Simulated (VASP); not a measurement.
A run of VASP 6.6.1 is set up as follows.

File INCAR:

```
SYSTEM = LiNbO3
ALGO = Normal
EDIFF = 1E-7
EDIFFG = -0.01
ENCUT = 600
GGA = PE
IBRION = 2
ISIF = 4
ISMEAR = 0
LASPH = .True.
LCHARG = .False.
LREAL = .False.
LWAVE = .False.
NELM = 80
NSW = 50
PREC = Accurate
SIGMA = 0.02
```

KPOINTS

```
k-points
0
Gamma
  6 6 6
  0 0 0
```

Contents of POSCAR:

```
LiNbO3
1.0
    2.5110127260      1.4497338733      4.5393142777
   -2.5110127260      1.4497338733      4.5393142777
    0.0000000000     -2.8994677466      4.5393142777
Li Nb O
2 2 6
Direct
    0.2826340066      0.2826340066      0.2826340066
    0.7826340066      0.7826340066      0.7826340066
   -0.0002276251     -0.0002276251     -0.0002276251
    0.4997723749      0.4997723749      0.4997723749
    0.1014005287      0.3706069054      0.7174011844
    0.7174011844      0.1014005287      0.3706069054
    0.3706069054      0.7174011844      0.1014005287
    0.2174011844      0.8706069054      0.6014005287
    0.8706069054      0.6014005287      0.2174011844
    0.6014005287      0.2174011844      0.8706069054
```

Potentials or basis: VASP PAW PBE potentials, release 64 (Li_sv, Nb_sv, O).

Command:

```sh
$ cat potpaw_PBE.64/Li_sv/POTCAR potpaw_PBE.64/Nb_sv/POTCAR potpaw_PBE.64/O/POTCAR > POTCAR
$ mpirun -np 1 vasp_std > vasp.out
```

(1) Estimate the band gap on the k mesh.

Results:

(1) 3.63 eV (least direct gap 3.71 eV).
